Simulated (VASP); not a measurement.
# Ta (P6_3/mmc) in VASP: a series of runs

The runs below take Ta through single point, with PBEsol.

Program: VASP 6.6.1. These are calculated values, not measurements. Logs are shortened: lines on timing, memory, paths and dates and some standing lists are left out, and cuts for length are marked.

## 1. The cell of the first run

It takes space group P6_3/mmc (No. 194, hexagonal). Conventional cell: a = 2.900 Å, b = 2.900 Å, c = 5.115 Å, α = 90.00°, β = 90.00°, γ = 120.00°. Ta (site symmetry -6m2) has 12 Ta at 2.90 to 3.06 Å within 3.8 Å.

## 2. Single point, PBEsol

Input file INCAR:

```
SYSTEM = Ta
PREC = Accurate ; ENCUT = 520
EDIFF = 1E-7 ; ISMEAR = 0
SIGMA = 0.1 ; LREAL = .False.
LASPH = .True. ; NELM = 80
ALGO = Normal ; ISIF = 2
LWAVE = .False. ; LCHARG = .True.
GGA = PS ; LELF = .True.
LVHAR = .True. ; NBANDS = 18
```

Input file KPOINTS:

```
Automatic mesh
0
Gamma
  14 14 7
  0 0 0
```

Input file POSCAR:

```
Ta
1.0
    2.9003720000      0.0000000000      0.0000000000
   -1.4501860000      2.5117960000      0.0000000000
    0.0000000000      0.0000000000      5.1146112600
Ta
2
Direct
    0.6666666667      0.3333333333      0.7500000000
    0.3333333333      0.6666666667      0.2500000000
```

Potentials or basis: VASP PAW PBE potentials, release 64 (Ta_pv).

On the command line:

```bash
$ cat potpaw_PBE.64/Ta_pv/POTCAR > POTCAR
$ mpirun -np 1 vasp_std > vasp.out
```

OUTCAR:

```text
SYSTEM = Ta
   PREC = Accurate
   ENCUT = 520
   EDIFF = 1E-7
   ISMEAR = 0
   LREAL = .False.
   LASPH = .True.
   NELM = 80
   ISIF = 2
   GGA = PS

 ion  position               nearest neighbor table
   1  0.667  0.333  0.750-   2 3.06   2 3.06   2 3.06   2 3.06   2 3.06   2 3.06
   2  0.333  0.667  0.250-   1 3.06   1 3.06   1 3.06   1 3.06   1 3.06   1 3.06

  LATTYP: Found a hexagonal cell.
 ALAT       =     2.9003720000
 C/A-ratio  =     1.7634328493

  Lattice vectors:

 A1 = (   2.9003720000,   0.0000000000,   0.0000000000)
 A2 = (  -1.4501860000,   2.5117960000,   0.0000000000)
 A3 = (   0.0000000000,   0.0000000000,   5.1146112600)

Analysis of symmetry for initial positions (statically):
=====================================================================
 Subroutine PRICEL returns:
 Original cell was already a primitive cell.

 Routine SETGRP: Setting up the symmetry group for a
 hexagonal supercell.

 Subroutine GETGRP returns: Found 24 space group operations
 (whereof 12 operations were pure point group operations)
 out of a pool of 24 trial point group operations.

The static configuration has the point symmetry D_3d.
 The point group associated with its full space group is D_6h.

Analysis of symmetry for dynamics (positions and initial velocities):
=====================================================================
 Subroutine PRICEL returns:
 Original cell was already a primitive cell.

 Routine SETGRP: Setting up the symmetry group for a
 hexagonal supercell.

 Subroutine GETGRP returns: Found 24 space group operations
 (whereof 12 operations were pure point group operations)
 out of a pool of 24 trial point group operations.

The dynamic configuration has the point symmetry D_3d.
 The point group associated with its full space group is D_6h.

 Subroutine INISYM returns: Found 24 space group operations
 (whereof 12 operations are pure point group operations),
 and found     1 'primitive' translations

----------------------------------------------------------------------------------------

                                     Primitive cell

  volume of cell :      37.2607

  direct lattice vectors                    reciprocal lattice vectors
     2.900372000  0.000000000  0.000000000     0.344783359  0.199060752  0.000000000
    -1.450186000  2.511796000  0.000000000     0.000000000  0.398121503  0.000000000
     0.000000000  0.000000000  5.114611260     0.000000000  0.000000000  0.195518281

  length of vectors
     2.900372000  2.900372145  5.114611260     0.398121523  0.398121503  0.195518281

  position of ions in fractional coordinates (direct lattice)
     0.666666667  0.333333333  0.750000000
     0.333333333  0.666666667  0.250000000

  ion indices of the primitive-cell ions
   primitive index   ion index
                 1           1
                 2           2

----------------------------------------------------------------------------------------

 KPOINTS: Automatic mesh

Automatic generation of k-mesh.
 Grid dimensions read from file:
 generate k-points for:   14   14    7

 Generating k-lattice:

  Cartesian coordinates                     Fractional coordinates (reciprocal lattice)
     0.024627383  0.014218625  0.000000000     0.071428571 -0.000000000  0.000000000
     0.000000000  0.028437250  0.000000000     0.000000000  0.071428571  0.000000000
     0.000000000  0.000000000  0.027931183     0.000000000  0.000000000  0.142857143

  Length of vectors
     0.028437252  0.028437250  0.027931183

  Shift w.r.t. Gamma in fractional coordinates (k-lattice)
     0.000000000  0.000000000  0.000000000

 Subroutine IBZKPT returns following result:
 ===========================================

 Found     96 irreducible k-points:

 Following reciprocal coordinates:
            Coordinates               Weight
  0.000000  0.000000  0.000000      1.000000
  0.071429  0.000000  0.000000      6.000000
  0.142857  0.000000  0.000000      6.000000
  0.214286  0.000000  0.000000      6.000000
  0.285714 -0.000000  0.000000      6.000000
  0.357143 -0.000000  0.000000      6.000000
[... 16 lines left out ...]
  0.285714  0.285714  0.000000      6.000000
  0.357143  0.285714  0.000000      6.000000
 [... further k-points ...]
   k-points           NKPTS =     96   k-points in BZ     NKDIM =     96   number of bands    NBANDS=     18
   number of dos      NEDOS =    301   number of ions     NIONS =      2
   total plane-waves  NPLWV =  23040
   dimension x,y,z NGX =    24 NGY =   24 NGZ =   40
   dimension x,y,z NGXF=    48 NGYF=   48 NGZF=   80
   ions per type =               2
   NGX,Y,Z   is equivalent  to a cutoff of  13.76, 13.76, 13.00 a.u.
   NGXF,Y,Z  is equivalent  to a cutoff of  27.51, 27.51, 26.00 a.u.
 SYSTEM =  Ta
   PREC   = accura    normal or accurate (medium, high low for compatibility)
   ISTART =      0    job   : 0-new  1-cont  2-samecut
   ICHARG =      2    charge: 1-file 2-atom 10-const
   ISPIN  =      1    spin polarized calculation?
   LNONCOLLINEAR =      F non collinear calculations
   LSORBIT =      F    spin-orbit coupling
   LASPH  =      T    aspherical Exc in radial PAW
   ENCUT  =  520.0 eV  38.22 Ry    6.18 a.u.   5.39  5.39  9.51*2*pi/ulx,y,z
   NELM   =     80;   NELMIN=  2; NELMDL= -5     # of ELM steps
   EDIFF  = 0.1E-06   stopping-criterion for ELM
   LREAL  =      F    real-space projection
   EDIFFG = 0.1E-05   stopping-criterion for IOM
   NSW    =      0    number of steps for IOM
   IBRION =     -1    ionic relax: 0-MD 1-quasi-New 2-CG
   NFREE  =      0    steps in history (QN), initial steepest desc. (CG)
   ISIF   =      2    stress and relaxation
   ISYM   =      2    0-nonsym 1-usesym 2-fastsym
   POTIM  = 0.5000    time-step for ionic-motion
   TEBEG  =    0.0;   TEEND  =   0.0 temperature during run
   PSTRESS=    0.0 pullay stress
   NELECT =      22.0000    total number of electrons
   NUPDOWN=      -1.0000    fix difference up-down
   EMIN   =  10.00;   EMAX   =-10.00  energy-range for DOS
   EFERMI =   0.00;   METHOD = LEGACY
   ISMEAR =     0;   SIGMA  =   0.10  broadening in eV -4-tet -1-fermi 0-gaus
   EFERMI_NEDOS =   21; number of points for ismear=-14 and -15
   IALGO  =     38    algorithm
   IMIX   =      4    mixing-type and parameters
     AMIX     =   0.40;   BMIX     =  1.00
     AMIX_MAG =   1.60;   BMIX_MAG =  1.00
  volume/ion in A,a.u.               =      18.63       125.72
  Fermi-wavevector in a.u.,A,eV,Ry     =   1.373406  2.595360 25.663895  1.886243
  Thomas-Fermi vector in A             =   2.498925
   LORBIT       =      0    0 simple, 1 ext, 2 COOP (PROOUT), +10 PAW based schemes
   GGA     = PS    functional components
   LHFCALC =     F    Hartree Fock is set to
   AEXX    =    0.0000 exact exchange contribution
   IVDW    =     0    specifies the selected vdW correction
   LEPSILON=     F    determine dielectric tensor
   LRPA    =     F    only Hartree local field effects (RPA)
 non-spin polarized calculation
 Gauss-broadening in eV      SIGMA  =   0.10
  energy-cutoff  :      520.00
  volume of cell :       37.26
 maximum number of plane-waves:      1039
 NGX is ok and might be reduce to    24
   NGX = 11   NGY = 11   NGZ = 19

 number of electron      22.0000003 magnetization

 Free energy of the ion-electron system (eV)
  ---------------------------------------------------
  ext. energy  EPLUGINS =         0.00000000
  ---------------------------------------------------
  free energy    TOTEN  =       -24.50211993 eV

  energy without entropy =      -24.49031111  energy(sigma->0) =      -24.49621552

 E-fermi :   5.4533     XC(G=0): -12.5464

 val. band max:        5.4306251122   @ k =   0.2143   0.0000   0.4286
 cond. band min:       5.4642190441   @ k =   0.3571   0.1429   0.1429
 fundamental gap:      0.0335939319
 Fermi energy:         5.4532959463

 k-point     1 :       0.0000    0.0000    0.0000
  band No.  band energies     occupation
      1     -29.0505      2.00000
      2     -28.1840      2.00000
      3     -28.0983      2.00000
      4     -28.0983      2.00000
      5     -28.0082      2.00000
      6     -28.0082      2.00000
[... 10 lines left out ...]
     17      10.6275      0.00000
     18      10.6275      0.00000

 k-point     2 :       0.0714    0.0000    0.0000
  band No.  band energies     occupation
      1     -29.0337      2.00000
      2     -28.1864      2.00000
      3     -28.1513      2.00000
      4     -28.1130      2.00000
      5     -28.0625      2.00000
      6     -28.0178      2.00000
[... 10 lines left out ...]
     17      10.7147      0.00000
     18      11.0657      0.00000

 k-point     3 :       0.1429    0.0000    0.0000
  band No.  band energies     occupation
      1     -28.9852      2.00000
      2     -28.2988      2.00000
      3     -28.2116      2.00000
      4     -28.1944      2.00000
      5     -28.1530      2.00000
      6     -28.0450      2.00000
[... 10 lines left out ...]
     17      10.8861      0.00000
     18      12.0352      0.00000

 k-point     4 :       0.2143    0.0000    0.0000
  band No.  band energies     occupation
      1     -28.9108      2.00000
      2     -28.5091      2.00000
      3     -28.4189      2.00000
      4     -28.2101      2.00000
      5     -28.2092      2.00000
      6     -28.0854      2.00000
[... 10 lines left out ...]
     17      11.0244      0.00000
     18      13.1755      0.00000

 k-point     5 :       0.2857   -0.0000    0.0000
  band No.  band energies     occupation
      1     -28.8195      2.00000
      2     -28.7382      2.00000
      3     -28.6393      2.00000
      4     -28.2698      2.00000
      5     -28.2357      2.00000
      6     -28.1308      2.00000
[... 10 lines left out ...]
     17      11.0939      0.00000
     18      13.5514      0.00000

 k-point     6 :       0.3571   -0.0000    0.0000
  band No.  band energies     occupation
      1     -28.9403      2.00000
      2     -28.8305      2.00000
      3     -28.7241      2.00000
      4     -28.3232      2.00000
      5     -28.2715      2.00000
      6     -28.1720      2.00000
[... 10 lines left out ...]
     17      11.1108      0.00000
     18      13.3628      0.00000

 k-point     7 :       0.4286    0.0000    0.0000
  band No.  band energies     occupation
      1     -29.0776      2.00000
      2     -28.9594      2.00000
      3     -28.6431      2.00000
      4     -28.3595      2.00000
      5     -28.3111      2.00000
      6     -28.2006      2.00000
[... 10 lines left out ...]
     17      11.6414      0.00000
     18      13.5317      0.00000

 k-point     8 :       0.5000   -0.0000    0.0000
  band No.  band energies     occupation
      1     -29.1261      2.00000
      2     -29.0048      2.00000
      3     -28.6078      2.00000
      4     -28.3723      2.00000
      5     -28.3315      2.00000
      6     -28.2109      2.00000
[... 10 lines left out ...]
     17      12.5409      0.00000
     18      12.6034      0.00000
[... 229 lines left out ...]
     17      13.3836      0.00000
     18      14.0981      0.00000

 k-point    20 :       0.2143    0.2143    0.0000
  band No.  band energies     occupation
      1     -28.8449      2.00000
      2     -28.8145      2.00000
      3     -28.6976      2.00000
      4     -28.4254      2.00000
      5     -28.3276      2.00000
      6     -28.2824      2.00000
[... 10 lines left out ...]
     17      11.7105      0.00000
     18      14.1228      0.00000

 k-point    21 :       0.2857    0.2143    0.0000
  band No.  band energies     occupation
      1     -28.9374      2.00000
      2     -28.8645      2.00000
      3     -28.6125      2.00000
      4     -28.5294      2.00000
      5     -28.4166      2.00000
      6     -28.3269      2.00000
[... 10 lines left out ...]
     17      12.9622      0.00000
     18      14.7303      0.00000

 k-point    22 :       0.3571    0.2143    0.0000
  band No.  band energies     occupation
      1     -28.9877      2.00000
      2     -28.8775      2.00000
      3     -28.6018      2.00000
      4     -28.5467      2.00000
      5     -28.4661      2.00000
      6     -28.3699      2.00000
[... 10 lines left out ...]
     17      13.3750      0.00000
     18      13.6598      0.00000

 k-point    23 :       0.2857    0.2857    0.0000
  band No.  band energies     occupation
      1     -28.9252      2.00000
      2     -28.8443      2.00000
      3     -28.6514      2.00000
      4     -28.5454      2.00000
      5     -28.5356      2.00000
      6     -28.3777      2.00000
[... 10 lines left out ...]
     17      13.3139      0.00000
     18      13.4108      0.00000

 k-point    24 :       0.3571    0.2857    0.0000
  band No.  band energies     occupation
      1     -28.9089      2.00000
      2     -28.7971      2.00000
      3     -28.7317      2.00000
      4     -28.6069      2.00000
      5     -28.4867      2.00000
      6     -28.4173      2.00000
[... 10 lines left out ...]
     17      12.7372      0.00000
     18      12.9223      0.00000

 [... further k-points ...]
[... 5 lines left out ...]
  --------------------------------------------------------------------------------------
  -------------------------------------------------------------------------------------
  Total       -1.3040050     -1.3040052     -1.0180980      0.0000000      0.0000000      0.0000000
  in kB      -56.0711083    -56.0711158    -43.7773483      0.0000000      0.0000000      0.0000000
  external PRESSURE =     -51.9731908 kB  Pullay stress =       0.0000000 kB

 VOLUME and BASIS-vectors are now :
 -----------------------------------------------------------------------------
  energy-cutoff  :      520.00
  volume of cell :       37.26
      direct lattice vectors                 reciprocal lattice vectors
     2.900372000  0.000000000  0.000000000     0.344783359  0.199060752  0.000000000
    -1.450186000  2.511796000  0.000000000     0.000000000  0.398121503  0.000000000
     0.000000000  0.000000000  5.114611260     0.000000000  0.000000000  0.195518281

 POSITION                                       TOTAL-FORCE (eV/Angst)
 -----------------------------------------------------------------------------------
      1.45019      0.83727      3.83596         0.000000      0.000000      0.000000
     -0.00000      1.67453      1.27865         0.000000     -0.000000      0.000000
 -----------------------------------------------------------------------------------
    total drift:                               -0.000000      0.000000     -0.000000

  FREE ENERGIE OF THE ION-ELECTRON SYSTEM (eV)
  ---------------------------------------------------
  free  energy   TOTEN  =       -24.5021199347 eV

  energy  without entropy=      -24.4903111123  energy(sigma->0) =      -24.49621552
```

Wall time 71 s (1 thread of Intel Xeon 6975P-C, shared host); peak memory 0.19 GiB.

What came out:

| Quantity | Value |
| --- | --- |
| Free energy | -24.5021 eV |
| Pressure | -5.2 GPa |
| Band gap on the k mesh | zero (band 11 reaches 6.61 eV, above the bottom of band 12 at 4.86 eV) |

Stress tensor (GPa, compression positive):
```
-5.61  0.00  0.00
 0.00 -5.61  0.00
 0.00  0.00 -4.38
```

Caveat: the PAW data sets were made with another functional, which shifts forces and pressure a little; spin-orbit coupling is left out, which moves the levels of the heavy elements.

## 3. Single point, PBEsol

This run uses another cell than the first one, of 18.69 Å³/atom, 1.003 times its volume.

Input file INCAR:

```
ALGO = Normal
EDIFF = 1E-7
ENCUT = 520
GGA = PS
ISIF = 2
ISMEAR = 0
LASPH = True
LCHARG = False
LREAL = False
LWAVE = False
NBANDS = 18
NELM = 100
PREC = Accurate
SIGMA = 0.1
```

Input file KPOINTS:

```
k-points
0
Gamma
  14 14 7
```

Changes to POSCAR since step 2:

```diff
@@ -4,3 +4,3 @@
    -1.4501860000      2.5117960000      0.0000000000
-    0.0000000000      0.0000000000      5.1146112600
+    0.0000000000      0.0000000000      5.1318321733
 Ta
```

Potentials or basis: VASP PAW PBE potentials, release 64 (Ta_pv).

On the command line:

```bash
$ cat potpaw_PBE.64/Ta_pv/POTCAR > POTCAR
$ mpirun -np 1 vasp_std > vasp.out
```

Run time: 76 s. Hardware: 1 thread of Intel Xeon 6975P-C, shared host; peak memory 0.19 GiB.

Results (log left out):

| Quantity | Value |
| --- | --- |
| Free energy | -24.4984 eV |
| Pressure | -5.8 GPa |
| Band gap on the k mesh | zero (band 11 reaches 6.58 eV, above the bottom of band 12 at 4.83 eV) |

Stress tensor (GPa, compression positive):
```
-5.99  0.00  0.00
 0.00 -5.99  0.00
 0.00  0.00 -5.34
```

Levels at points of the mesh, in eV from the Fermi level:
```tsv
k point	band 7	band 8	band 9	band 10	band 11	band 12	band 13	band 14	band 15	band 16
(0.00, 0.00, 0.00)	-8.18	-4.88	-0.48	-0.01	0.61	0.61	1.19	1.19	2.94	2.94
(0.50, 0.00, 0.00)	-4.03	-3.82	-3.32	-0.45	-0.31	0.56	0.82	5.61	6.44	6.75
```

Caveat: the PAW data sets were made with another functional, which shifts forces and pressure a little; spin-orbit coupling is left out, which moves the levels of the heavy elements.

## 4. Single point, PBEsol

This run uses another cell than the first one, of 18.76 Å³/atom, 1.007 times its volume.

Input file INCAR:

```
PREC = Accurate
ENCUT = 520
EDIFF = 1E-6
ISMEAR = 0
SIGMA = 0.1
LREAL = F
LASPH = T
NELM = 100
ALGO = Normal
ISIF = 2
LWAVE = F
LCHARG = F
GGA = PS
NBANDS = 18
```

Input file KPOINTS:

```
regular mesh
0
Gamma
  14 14 7
```

Changes to POSCAR since step 3:

```diff
@@ -4,3 +4,3 @@
    -1.4501860000      2.5117960000      0.0000000000
-    0.0000000000      0.0000000000      5.1318321733
+    0.0000000000      0.0000000000      5.1490530867
 Ta
```

On the command line:

```bash
$ cat potpaw_PBE.64/Ta_pv/POTCAR > POTCAR
$ mpirun -np 1 vasp_std > vasp.out
```

It took 75 s on 1 thread of Intel Xeon 6975P-C, shared host; peak memory 0.19 GiB.

The run converged. Its results:

- Free energy: -24.4938 eV
- Pressure: -6.3 GPa
- Band gap on the k mesh: zero (band 11 reaches 6.55 eV, above the bottom of band 12 at 4.81 eV)

Stress tensor (GPa, compression positive):
```
-6.36  0.00  0.00
 0.00 -6.36  0.00
 0.00  0.00 -6.28
```

Levels at points of the mesh, in eV from the Fermi level:
| k point | band 7 | band 8 | band 9 | band 10 | band 11 | band 12 | band 13 | band 14 | band 15 | band 16 |
| --- | --- | --- | --- | --- | --- | --- | --- | --- | --- | --- |
| (0.00, 0.00, 0.00) | -8.16 | -4.88 | -0.51 | -0.04 | 0.61 | 0.61 | 1.19 | 1.19 | 2.96 | 2.96 |
| (0.50, 0.00, 0.00) | -4.02 | -3.81 | -3.30 | -0.43 | -0.33 | 0.54 | 0.85 | 5.57 | 6.44 | 6.74 |

Caveat: the PAW data sets were made with another functional, which shifts forces and pressure a little; spin-orbit coupling is left out, which moves the levels of the heavy elements.

## 5. Summary

| cell | gap on the mesh (eV) | pressure (GPa) |
| --- | --- | --- |
| a = 2.900, b = 2.900, c = 5.115 Å, angles 90.0, 90.0, 120.0°, 2 atoms | none | -5.2 |
| a = 2.900, b = 2.900, c = 5.132 Å, angles 90.0, 90.0, 120.0°, 2 atoms | none | -5.8 |
| a = 2.900, b = 2.900, c = 5.149 Å, angles 90.0, 90.0, 120.0°, 2 atoms | none | -6.3 |

Alike in all rows: task single point; level PBEsol; potentials or basis VASP PAW PBE potentials, release 64 (Ta_pv); no spin polarisation; k mesh 14 × 14 × 7; cutoff (eV) 520; smearing gaussian 0.1 eV.

Caveats: the PAW data sets were made with another functional, which shifts forces and pressure a little; spin-orbit coupling is left out, which moves the levels of the heavy elements.

Total energies depend on the potentials used, so only differences within one code and one set of settings carry meaning.
